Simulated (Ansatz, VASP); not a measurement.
SiC in VASP and in Ansatz

File POSCAR:

```
SiC
1.0
    0.0000000000      2.1740000000      2.1740000000
    2.1740000000      0.0000000000      2.1740000000
    2.1740000000      2.1740000000      0.0000000000
Si C
1 1
Direct
    0.1034958602      0.1034958602     -0.2498611093
    0.7500000000      0.7500000000      0.7500000000
```

File INCAR.step1:

```
SYSTEM = SiC
  ALGO = Normal
  EDIFF = 1E-4
  ENCUT = 520
  GGA = PE
  ISMEAR = 0
  LASPH = .TRUE.
  LCHARG = .FALSE.
  LREAL = .FALSE.
  LWAVE = .TRUE.
  NBANDS = 11
  NELM = 60
  PREC = Accurate
  SIGMA = 0.05
```

The input INCAR.step2:

```
SYSTEM = SiC
  ALGO = Normal
  EDIFF = 1E-6
  ENCUT = 520
  ISIF = 2
  ISMEAR = 0
  ISTART = 1
  LASPH = .TRUE.
  LCHARG = .TRUE.
  LELF = .TRUE.
  LMIXTAU = .TRUE.
  LREAL = .FALSE.
  LVHAR = .TRUE.
  LWAVE = .FALSE.
  METAGGA = R2SCAN
  NBANDS = 11
  NELM = 60
  PREC = Accurate
  SIGMA = 0.05
```

KPOINTS

```
k-points
0
G
  12 12 12
  0 0 0
```

Input for Ansatz:

```yaml
crystal:
  lattice:
    - [0.0, 2.174, 2.174]
    - [2.174, 0.0, 2.174]
    - [2.174, 2.174, 0.0]
  atoms:
    - { symbol: Si, position: [0.1034958602, 0.1034958602, -0.2498611093] }
    - { symbol: C, position: [0.75, 0.75, 0.75] }
basis:
  ecutwfc: 500
kpoints:
  mp_grid: { grid: [12, 12, 12] }
hamiltonian:
  xc: r2scan
scf:
  occupations: { method: gaussian, width: 0.05 }
output:
  forces: true
  stress: true
  eigenvalues: true
```

Alike in both runs: task single point; functional r2SCAN; k mesh 12 × 12 × 12; occupations gaussian, width 0.05 eV; no spin polarisation.

|  | VASP | Ansatz |
| --- | --- | --- |
| version | VASP 6.6.1 | Ansatz 0.2.0 |
| potentials or method | VASP PAW PBE potentials, release 64 (Si, C), cutoff 520 eV | scalar-relativistic, plane waves, PAW |
| valence electrons in the cell | 8 | 8 |

Ansatz gave:

| Property | Result |
| --- | --- |
| gap on the k mesh at the Fermi level (eV) | none |
| pressure (GPa) | 18.0 |
| traceless stress, the component that is largest in VASP (GPa) | -13.20 |
| rms of the force components (eV/Å) | 2.038 |

Task: What did VASP give for the same quantities?

Result: gap on the k mesh at the Fermi level (eV): none; pressure (GPa): 17.7; traceless stress, the component that is largest in VASP (GPa): -13.11; rms of the force components (eV/Å): 2.034.

VASP's potentials were made for PBE, not for r2SCAN. Atom by atom the forces differ by 0.008 eV/Å (rms over components). A gap of «none» marks a metal or a gap that the smearing closes.
